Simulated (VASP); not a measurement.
A run of VASP 6.6.1:

Contents of INCAR:

```
PREC = Accurate
ENCUT = 500
EDIFF = 1E-6
ISMEAR = 0
SIGMA = 0.01
LREAL = False
LASPH = True
NELM = 120
ALGO = Normal
ISIF = 2
LWAVE = False
LCHARG = True
GGA = PS
LELF = True
LVHAR = True
NBANDS = 11
GGA_COMPAT = False
```

KPOINTS

```
regular mesh
0
Gamma
  4 4 4
```

POSCAR

```
AlP
1.0
    0.0000000000      2.7255000000      2.7255000000
    2.7255000000      0.0000000000      2.7255000000
    2.7255000000      2.7255000000      0.0000000000
Al P
1 1
Direct
    0.0000000000      0.0000000000      0.0000000000
    0.7500000000      0.7500000000      0.7500000000
```

Potentials or basis: VASP PAW PBE potentials, release 64 (Al, P).

Launch:

```console
$ cat potpaw_PBE.64/Al/POTCAR potpaw_PBE.64/P/POTCAR > POTCAR
$ mpirun -np 1 vasp_std > vasp.out
```

Hardware: 1 thread of Intel Xeon 8259CL (shared host).

Question: Estimate the wall time of this run.

Answer: It took 6.7 s on 1 thread of Intel Xeon 8259CL (shared host), peak memory 0.14 GiB. Counts: scf iterations 12, k points 8.
